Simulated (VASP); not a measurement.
**O: single point with LDA**

Crystal: O.

```
O
1.0
     2.44399    0.00000    0.00000
    -1.22199    2.11655    0.00000
     0.00000    0.00000    2.52163
O
2
Direct
  0.33333 0.66667 0.25000
  0.66667 0.33333 0.75000
```

- Program: VASP 6.6.1
- Task: single point
- Functional: LDA
- Potentials or basis: VASP PAW LDA potentials, release 64 (O)
- Cutoff: 600 eV
- k mesh: 19 × 19 × 11
- Occupations: fermi-dirac, width 0.1 eV
- Spin: no spin polarisation
- Dipole correction: no
- Further INCAR settings: ALGO = Normal; EDIFF = 1e-06; NBANDS = 13

- Pressure: 32.8 GPa
- Band gap on the k mesh: zero (bands 6 and 7 overlap by 2.24 eV)

Stress tensor (GPa, compression positive):
```
32.68  0.00  0.00
 0.00 32.68  0.00
 0.00  0.00 32.94
```

Levels at points of the mesh, in eV from the Fermi level:
```
           k point  band 2  band 3  band 4  band 5  band 6  band 7  band 8  band 9  band 10  band 11
(0.00, 0.00, 0.00)  -12.50   -6.56   -3.18   -3.18    0.82    0.82    3.01   16.66    17.38    27.43
```

It took 19 s on 1 thread of Intel(R) Xeon(R) Platinum 8375C CPU @ 2.90GHz (Ice Lake) (shared host), peak memory 0.14 GiB.

Caveat: the cell stands under pressure.
